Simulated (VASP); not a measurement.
# ScZnC4N4 (P-43m) in VASP: further runs, part 3 of 3

VASP 6.6.1.

### 4 Relaxation of cell and atoms, PBE

INCAR

```
PREC = Accurate ; ENCUT = 600
EDIFF = 1E-7 ; ISMEAR = 0
SIGMA = 0.1 ; LREAL = False
LASPH = True ; NELM = 100
ALGO = Fast ; ISIF = 3
LWAVE = False ; LCHARG = False
GGA = PE ; IBRION = 2
NSW = 90 ; EDIFFG = -0.04
```

KPOINTS

```
Automatic mesh
0
Gamma
  4 4 4
```

POSCAR

```
ScZnC4N4
1.0
    6.0038654500      0.0000000000      0.0000000000
    0.0000000000      6.0038654500      0.0000000000
    0.0000000000      0.0000000000      6.0038654500
Sc Zn C N
1 1 4 4
Direct
    0.0000000000      0.0000000000      0.0000000000
    0.5000000000      0.5000000000      0.5000000000
    0.1944417700      0.1944417700      0.1944417700
    0.1944417700      0.8055582300      0.8055582300
    0.8055582300      0.1944417700      0.8055582300
    0.8055582300      0.8055582300      0.1944417700
    0.3069525900      0.3069525900      0.3069525900
    0.3069525900      0.6930474100      0.6930474100
    0.6930474100      0.3069525900      0.6930474100
    0.6930474100      0.6930474100      0.3069525900
```

Potentials or basis: VASP PAW PBE potentials, release 64 (Sc_sv, Zn, C, N).

Started as:

```console
$ cat potpaw_PBE.64/Sc_sv/POTCAR potpaw_PBE.64/Zn/POTCAR potpaw_PBE.64/C/POTCAR potpaw_PBE.64/N/POTCAR > POTCAR
$ mpirun -np 1 vasp_std > vasp.out
```

OUTCAR:

```text
PREC = Accurate
   ENCUT = 600
   EDIFF = 1E-7
   ISMEAR = 0
   LREAL = False
   LASPH = True
   NELM = 100
   ISIF = 3
   GGA = PE
   IBRION = 2
   NSW = 90
   EDIFFG = -0.04

 ion  position               nearest neighbor table
   1  0.000  0.000  0.000-   3 2.02   4 2.02   5 2.02   6 2.02
   2  0.500  0.500  0.500-   7 2.01   8 2.01   9 2.01  10 2.01
   3  0.194  0.194  0.194-   7 1.17   1 2.02
   4  0.194  0.806  0.806-   8 1.17   1 2.02
   5  0.806  0.194  0.806-   9 1.17   1 2.02
   6  0.806  0.806  0.194-  10 1.17   1 2.02
   7  0.307  0.307  0.307-   3 1.17   2 2.01
   8  0.307  0.693  0.693-   4 1.17   2 2.01
   9  0.693  0.307  0.693-   5 1.17   2 2.01
  10  0.693  0.693  0.307-   6 1.17   2 2.01

  LATTYP: Found a simple cubic cell.
 ALAT       =     6.0038654500

  Lattice vectors:

 A1 = (   6.0038654500,   0.0000000000,   0.0000000000)
[... 316 lines left out ...]

 val. band max:       -0.4136006311   @ k =   0.5000   0.0000   0.0000
 cond. band min:      -0.4009463789   @ k =   0.2500   0.0000   0.0000
 fundamental gap:      0.0126542522
 Fermi energy:        -0.4086599002

 k-point     1 :       0.0000    0.0000    0.0000
  band No.  band energies     occupation
      1     -51.2139      2.00000
      2     -29.8438      2.00000
      3     -29.8438      2.00000
      4     -29.8438      2.00000
      5     -18.5130      2.00000
      6     -18.3821      2.00000
[... 588 lines left out ...]
--------------------------------------- Ionic step        9  -------------------------------------------

 number of electron      58.9999963 magnetization

 Free energy of the ion-electron system (eV)
  ---------------------------------------------------
  ext. energy  EPLUGINS =         0.00000000
  ---------------------------------------------------
  free energy    TOTEN  =       -75.81186167 eV

  energy without entropy =      -75.73410255  energy(sigma->0) =      -75.77298211

 E-fermi :   0.3947     XC(G=0):  -6.5466

 val. band max:        0.3488009263   @ k =   0.5000   0.5000   0.0000
 cond. band min:       0.3968475515   @ k =   0.5000   0.0000   0.0000
 fundamental gap:      0.0480466252
 Fermi energy:         0.3947212316

 k-point     1 :       0.0000    0.0000    0.0000
  band No.  band energies     occupation
      1     -50.2301      2.00000
      2     -28.8920      2.00000
      3     -28.8920      2.00000
      4     -28.8920      2.00000
      5     -19.2215      2.00000
      6     -19.1082      2.00000
[... 406 lines left out ...]
  FREE ENERGIE OF THE ION-ELECTRON SYSTEM (eV)
  ---------------------------------------------------
  free  energy   TOTEN  =       -75.8118616733 eV

  energy  without entropy=      -75.7341025539  energy(sigma->0) =      -75.77298211

 reached required accuracy - stopping structural energy minimisation
```

CONTCAR:

```text
ScZnC4N4
   1.00000000000000
     6.2360559440965497    0.0000000000000000   -0.0000000000000000
     0.0000000000000000    6.2360559440965497   -0.0000000000000000
     0.0000000000000000   -0.0000000000000000    6.2360559440965497
  Sc              Zn              C               N
     1     1     4     4
Direct
     0.0000000000000000    0.0000000000000000    0.0000000000000000
     0.5000000000000000    0.5000000000000000    0.5000000000000000
     0.2097731215415325    0.2097731215415325    0.2097731215415325
     0.2097731215415325    0.7902268784584675    0.7902268784584675
     0.7902268784584675    0.2097731215415325    0.7902268784584675
     0.7902268784584675    0.7902268784584675    0.2097731215415325
     0.3183702475023865    0.3183702475023865    0.3183702475023865
     0.3183702475023865    0.6816297524976133    0.6816297524976133
     0.6816297524976133    0.3183702475023865    0.6816297524976133
     0.6816297524976133    0.6816297524976133    0.3183702475023865

  0.00000000E+00  0.00000000E+00  0.00000000E+00
  0.00000000E+00  0.00000000E+00  0.00000000E+00
  0.00000000E+00  0.00000000E+00  0.00000000E+00
  0.00000000E+00  0.00000000E+00  0.00000000E+00
  0.00000000E+00  0.00000000E+00  0.00000000E+00
  0.00000000E+00  0.00000000E+00  0.00000000E+00
  0.00000000E+00  0.00000000E+00  0.00000000E+00
  0.00000000E+00  0.00000000E+00  0.00000000E+00
  0.00000000E+00  0.00000000E+00  0.00000000E+00
  0.00000000E+00  0.00000000E+00  0.00000000E+00
```

Run time: 16 min. Hardware: 1 thread of Oxide Virtual Turin-like, shared host; peak memory 0.38 GiB.

What came out:

```
Free energy                           : -75.8119 eV
Relaxed volume                        : 24.25 Å³/atom
Relaxed cell                          : a = 6.236 Å, b = 6.236 Å, c = 6.236 Å, α = 90.00°, β = 90.00°, γ = 90.00°
Space group after relaxing (to 0.1 Å) : P-43m (No. 215)
Energy gained by relaxing             : 143.9 meV/atom
Ionic steps                           : 9
Pressure after relaxing               : 0.2 GPa
Largest force after relaxing          : 0.007 eV/Å
Band gap on the k mesh                : zero (an odd number of electrons rules out a gap without spin polarisation)
```

Forces on the atoms (eV/Å):
```
Sc   0.000  0.000  0.000
Zn   0.000  0.000  0.000
C   -0.003 -0.003 -0.003
C   -0.003  0.003  0.003
C    0.003 -0.003  0.003
C    0.003  0.003 -0.003
N   -0.004 -0.004 -0.004
N   -0.004  0.004  0.004
N    0.004 -0.004  0.004
N    0.004  0.004 -0.004
```

Step by step:
```tsv
step	energy change (eV)	largest force (eV/Å)	pressure (GPa)	volume (Å³)
1	0.0000	2.5377	6.65	216.42
2	-1.2434	2.9046	1.67	245.80
3	-1.2443	2.9803	1.55	247.08
4	0.7601	8.3039	-9.90	268.60
5	-1.3628	0.6053	-1.38	250.72
6	-1.3640	0.4040	-1.14	250.40
7	-1.3640	0.3629	-1.10	250.33
8	-1.3978	0.2731	-0.81	248.36
9	-1.4390	0.0069	0.18	242.51
```

Final structure:
```yaml
crystal:
  lattice:
    - [6.23606, 0.00000, 0.00000]
    - [0.00000, 6.23606, 0.00000]
    - [0.00000, 0.00000, 6.23606]
  atoms:
    - { symbol: Sc, position: [0.00000, 0.00000, 0.00000] }
    - { symbol: Zn, position: [0.50000, 0.50000, 0.50000] }
    - { symbol: C, position: [0.20977, 0.20977, 0.20977] }
    - { symbol: C, position: [0.20977, 0.79023, 0.79023] }
    - { symbol: C, position: [0.79023, 0.20977, 0.79023] }
    - { symbol: C, position: [0.79023, 0.79023, 0.20977] }
    - { symbol: N, position: [0.31837, 0.31837, 0.31837] }
    - { symbol: N, position: [0.31837, 0.68163, 0.68163] }
    - { symbol: N, position: [0.68163, 0.31837, 0.68163] }
    - { symbol: N, position: [0.68163, 0.68163, 0.31837] }
```

Levels at points of the mesh, in eV from the Fermi level:
| k point | band 26 | band 27 | band 28 | band 29 | band 30 | band 31 | band 32 | band 33 |
| --- | --- | --- | --- | --- | --- | --- | --- | --- |
| (0.00, 0.00, 0.00) | -5.46 | -4.93 | -4.93 | -4.93 | 0.02 | 0.02 | 0.35 | 0.35 |
| (0.50, 0.00, 0.00) | -5.47 | -5.14 | -4.94 | -4.94 | 0.00 | 0.11 | 0.47 | 0.70 |
| (0.50, 0.50, 0.00) | -5.33 | -5.26 | -4.95 | -4.95 | -0.05 | 0.19 | 0.70 | 0.70 |
| (0.50, 0.50, 0.50) | -5.37 | -5.06 | -5.06 | -5.06 | 0.09 | 0.09 | 0.57 | 0.57 |

Caveat: an odd number of electrons without spin polarisation forces a metal; a magnetic or distorted state may lie lower.

### 5 Single point, PBE, collinear spin, ferromagnetic start

INCAR

```
SYSTEM = ScZnC4N4
  PREC = Accurate
  ENCUT = 520
  EDIFF = 1E-6
  ISMEAR = 0
  SIGMA = 0.1
  LREAL = .False.
  LASPH = .True.
  NELM = 150
  ALGO = Normal
  ISIF = 2
  LWAVE = .False.
  LCHARG = .False.
  ISPIN = 2
  MAGMOM = 0 0 1 1 1 1 1 1 1 1
  LORBIT = 11
  LMAXMIX = 4
  GGA = PE
  NBANDS = 44
```

KPOINTS

```
Automatic mesh
0
Gamma
  4 4 4
  0 0 0
```

POSCAR is that of step 4.

Potentials or basis: VASP PAW PBE potentials, release 64 (Sc_sv, Zn, C, N).

Started as:

```console
$ cat potpaw_PBE.64/Sc_sv/POTCAR potpaw_PBE.64/Zn/POTCAR potpaw_PBE.64/C/POTCAR potpaw_PBE.64/N/POTCAR > POTCAR
$ mpirun -np 1 vasp_std > vasp.out
```

OUTCAR:

```text
SYSTEM = ScZnC4N4
   PREC = Accurate
   ENCUT = 520
   EDIFF = 1E-6
   ISMEAR = 0
   LREAL = .False.
   LASPH = .True.
   NELM = 150
   ISIF = 2
   ISPIN = 2
   LORBIT = 11
   GGA = PE

 ion  position               nearest neighbor table
   1  0.000  0.000  0.000-   3 2.02   4 2.02   5 2.02   6 2.02
   2  0.500  0.500  0.500-   7 2.01   8 2.01   9 2.01  10 2.01
   3  0.194  0.194  0.194-   7 1.17   1 2.02
   4  0.194  0.806  0.806-   8 1.17   1 2.02
   5  0.806  0.194  0.806-   9 1.17   1 2.02
   6  0.806  0.806  0.194-  10 1.17   1 2.02
   7  0.307  0.307  0.307-   3 1.17   2 2.01
   8  0.307  0.693  0.693-   4 1.17   2 2.01
   9  0.693  0.307  0.693-   5 1.17   2 2.01
  10  0.693  0.693  0.307-   6 1.17   2 2.01

  LATTYP: Found a simple cubic cell.
 ALAT       =     6.0038654500

  Lattice vectors:

[... 1116 lines left out ...]
      4.16096      1.84290      4.16096        -0.694068      0.694068     -0.694068
      4.16096      4.16096      1.84290        -0.694068     -0.694068      0.694068
 -----------------------------------------------------------------------------------
    total drift:                                0.000000      0.000000     -0.000000

  FREE ENERGIE OF THE ION-ELECTRON SYSTEM (eV)
  ---------------------------------------------------
  free  energy   TOTEN  =       -74.4123681365 eV

  energy  without entropy=      -74.3678330048  energy(sigma->0) =      -74.39010057

 total charge

# of ion       s       p       d       tot
------------------------------------------
    1        2.308   6.295   1.445  10.048
    2        0.423   0.493   9.850  10.766
    3        0.988   1.655   0.000   2.643
    4        0.988   1.655   0.000   2.643
    5        0.988   1.655   0.000   2.643
    6        0.988   1.655   0.000   2.643
    7        1.300   2.584   0.000   3.884
    8        1.300   2.584   0.000   3.884
    9        1.300   2.584   0.000   3.884
   10        1.300   2.584   0.000   3.884
--------------------------------------------------
tot         11.880  23.745  11.295  46.920

 magnetization (x)

# of ion       s       p       d       tot
------------------------------------------
    1        0.004   0.005   0.403   0.412
    2       -0.002   0.002   0.008   0.007
    3       -0.002   0.011   0.000   0.010
    4       -0.002   0.011   0.000   0.010
    5       -0.002   0.011   0.000   0.010
    6       -0.002   0.011   0.000   0.010
    7        0.002   0.045   0.000   0.047
    8        0.002   0.045   0.000   0.047
    9        0.002   0.045   0.000   0.047
   10        0.002   0.045   0.000   0.047
--------------------------------------------------
tot          0.002   0.232   0.411   0.644
```

Run time: 3.4 min. Hardware: 1 thread of Oxide Virtual Turin-like, shared host; peak memory 0.46 GiB.

What came out:

| Property | Result |
| --- | --- |
| Free energy | -74.4124 eV |
| Pressure | 6.8 GPa |
| Largest force | 2.589 eV/Å |
| Band gap on the k mesh | zero (filled and empty bands overlap) |
| Net moment | 1.00 μB per cell |
| Site moments | Sc +0.41; Zn +0.01; C +0.01; N +0.05 μB |
| Valence electrons inside the program's atomic spheres | Sc 10.05; Zn 10.77; C 2.64; N 3.88 |

Forces in eV/Å, atoms in the order of the input:
```
Sc   0.000  0.000  0.000
Zn   0.000  0.000  0.000
C    1.495  1.495  1.495
C    1.495 -1.495 -1.495
C   -1.495  1.495 -1.495
C   -1.495 -1.495  1.495
N    0.694  0.694  0.694
N    0.694 -0.694 -0.694
N   -0.694  0.694 -0.694
N   -0.694 -0.694  0.694
```

Levels at points of the mesh, in eV from the Fermi level:
Spin up:
```
           k point  band 27  band 28  band 29  band 30  band 31  band 32  band 33  band 34
(0.00, 0.00, 0.00)    -4.92    -4.92    -4.92    -0.02    -0.02     0.30     0.30     0.30
(0.50, 0.00, 0.00)    -5.27    -4.98    -4.98    -0.09     0.13     0.56     0.75     0.75
(0.50, 0.50, 0.00)    -5.30    -4.99    -4.99    -0.12     0.16     0.80     0.85     0.85
(0.50, 0.50, 0.50)    -5.06    -5.06    -5.06     0.01     0.01     0.67     0.67     0.67
```
Spin down:
| k point | band 27 | band 28 | band 29 | band 30 | band 31 | band 32 |
| --- | --- | --- | --- | --- | --- | --- |
| (0.00, 0.00, 0.00) | -4.83 | -4.83 | -4.83 | 0.37 | 0.37 | 0.46 |
| (0.50, 0.00, 0.00) | -5.17 | -4.90 | -4.90 | 0.28 | 0.53 | 0.73 |
| (0.50, 0.50, 0.00) | -5.21 | -4.91 | -4.91 | 0.25 | 0.57 | 0.98 |
| (0.50, 0.50, 0.50) | -4.98 | -4.98 | -4.98 | 0.40 | 0.40 | 0.84 |

Caveat: the cell stands under pressure; forces of over 1 eV/Å act on the atoms, so gaps and moduli don't describe the material at rest.

### 6 The runs side by side

```tsv
task	spin	cell	cutoff (eV)	gap on the mesh (eV)	pressure (GPa)	largest force (eV/Å)
single point	off	a = 6.004 Å, 10 atoms, atomic positions A	520	none	6.7	2.51
single point	off	a = 6.221 Å, 10 atoms, atomic positions B	520	none	0.8	0.34
relaxation of cell and atoms	off	relaxed from a = 6.004 Å, 10 atoms, atomic positions A	600	none	0.2	0.01
single point	collinear, ferromagnetic start	a = 6.004 Å, 10 atoms, atomic positions A	520	none	6.8	2.59
```

Alike in all rows: level PBE; potentials or basis VASP PAW PBE potentials, release 64 (Sc_sv, Zn, C, N); k mesh 4 × 4 × 4; smearing gaussian 0.1 eV.

Caveats: an odd number of electrons without spin polarisation forces a metal (at least some runs); a magnetic or distorted state may lie lower (at least some runs); the cell stands under pressure (at least some runs); forces of over 1 eV/Å act on the atoms, so gaps and moduli don't describe the material at rest (at least some runs).

Total energies depend on the potentials used, so only differences within one code and one set of settings carry meaning.

The gap in the log of VASP goes by the Fermi energy; the results here count the filled bands.